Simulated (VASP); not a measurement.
Runs of VASP 6.6.1 on BN (Qingsongite). The structure is that of space group F-43m (No. 216), or close to it. The cells are those of the table. 

```csv
cell,gap on the mesh (eV),pressure (GPa)
"a = 2.539 Å, angles 60.0°, 2 atoms",4.37,-2.4
"a = 2.590 Å, angles 60.0°, 2 atoms",(a),(b)
"a = 2.556 Å, angles 60.0°, 2 atoms",4.34,-10.1
"a = 2.573 Å, angles 60.0°, 2 atoms",4.32,-17.1
"a = 2.606 Å, angles 60.0°, 2 atoms",4.27,-29.1
"a = 2.504 Å, angles 60.0°, 2 atoms",4.41,15.3
"a = 2.522 Å, angles 60.0°, 2 atoms",4.39,6.0
```

Alike in all rows: task single point; level LDA; potentials or basis VASP PAW LDA potentials, release 64 (B, N); no spin polarisation; k mesh 8 × 8 × 8; cutoff (eV) 520; smearing gaussian 0.01 eV.

Task: Estimate the missing entries.

Result: (a) 4.30; (b) -23.4.

A k mesh can miss the band edges.
